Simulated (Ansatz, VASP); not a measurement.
# One calculation of Zr4Cl, two programs

```
Zr Cl
1.0
     3.24103    0.00000    0.00000
    -1.62052    2.80682    0.00000
     0.00000    0.00000   12.02686
Zr Cl
4 1
Direct
  0.66667 0.33333 0.81892
  0.33333 0.66667 0.18108
  0.66667 0.33333 0.39458
  0.33333 0.66667 0.60542
  0.00000 0.00000 0.00000
```

Alike in both runs: task single point; functional PBE; k mesh 6 × 6 × 2; occupations gaussian, width 0.1 eV; collinear spin.

|  | VASP | Ansatz |
| --- | --- | --- |
| version | VASP 6.6.1 | Ansatz 0.2.0 |
| potentials or method | VASP PAW PBE potentials, release 64 (Zr_sv, Cl), cutoff 500 eV | scalar-relativistic, plane waves, PAW |
| valence electrons in the cell | 55 | 55 |

Ansatz gave:

```
gap on the k mesh at the Fermi level (eV)                     : none
pressure (GPa)                                                : 0.0
traceless stress, the component that is largest in VASP (GPa) : -0.24
rms of the force components (eV/Å)                            : 0.006
net moment per atom (μB)                                      : 0.00
```

Question: Which values does VASP return?

Answer: gap on the k mesh at the Fermi level (eV): none; pressure (GPa): 0.0; traceless stress, the component that is largest in VASP (GPa): -0.19; rms of the force components (eV/Å): 0.011; net moment per atom (μB): 0.00.

Atom by atom the forces differ by 0.005 eV/Å (rms over components). A gap of «none» marks a metal or a gap that the smearing closes. With one functional, cell and mesh, what is left measures potentials, basis and numerics. Ansatz's warnings: seeded moment not kept.

The k mesh is coarse, so the values compare programs but aren't converged.
